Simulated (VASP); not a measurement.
Wanted: the native input for a VASP 6.6.1 run.

- Task: relaxation of cell and atoms
- Functional: PBE
- Potentials or basis: VASP PAW PBE potentials, release 64 (Y_sv, W_sv)
- Cutoff: 500 eV
- k mesh: 4 × 4 × 4
- Occupations: gaussian, width 0.1 eV
- Spin: no spin polarisation
- Dipole correction: no
- Further INCAR settings: ALGO = Normal; EDIFF = 1e-07; IBRION = 2; EDIFFG = -0.04; NSW = 90; ISIF = 3

The structure of Y3W lies in POSCAR:

```
Y3W
1.0
    4.5464841361      0.0000000000      0.0000000000
    0.0000000000      4.5464841361      0.0000000000
    0.0000000000      0.0000000000      4.5464841361
Y W
3 1
Direct
    0.0000000000      0.5000000000      0.5000000000
    0.5000000000      0.0000000000      0.5000000000
    0.5000000000      0.5000000000      0.0000000000
    0.0000000000      0.0000000000      0.0000000000
```

One way to write it, as run:

INCAR

```
SYSTEM = Y3W
ALGO = Normal
EDIFF = 1E-7
EDIFFG = -0.04
ENCUT = 500
GGA = PE
GGA_COMPAT = .False.
IBRION = 2
ISIF = 3
ISMEAR = 0
LASPH = .True.
LCHARG = .False.
LREAL = .False.
LWAVE = .False.
NELM = 120
NELMIN = 4
NSW = 90
PREC = Accurate
SIGMA = 0.1
```

KPOINTS

```
k-points
0
Gamma
  4 4 4
  0 0 0
```

Potentials or basis: VASP PAW PBE potentials, release 64 (Y_sv, W_sv).

The run is started by

```bash
$ cat potpaw_PBE.64/Y_sv/POTCAR potpaw_PBE.64/W_sv/POTCAR > POTCAR
$ mpirun -np 1 vasp_std > vasp.out
```

Results of the run:

| Item | Value |
| --- | --- |
| Relaxed volume | 25.72 Å³/atom |
| Relaxed cell | a = 4.686 Å, b = 4.686 Å, c = 4.686 Å, α = 90.00°, β = 90.00°, γ = 90.00° |
| Space group after relaxing (to 0.1 Å) | Pm-3m (No. 221) |
| Energy gained by relaxing | 46.7 meV/atom |
| Ionic steps | 3 |
| Pressure after relaxing | 0.0 GPa |
| Band gap on the k mesh | zero (an odd number of electrons rules out a gap without spin polarisation) |

Caveat: spin-orbit coupling is left out, which moves the levels of the heavy elements.

It took 110 s on 1 thread of Intel Xeon 8259CL (shared host), peak memory 0.23 GiB.
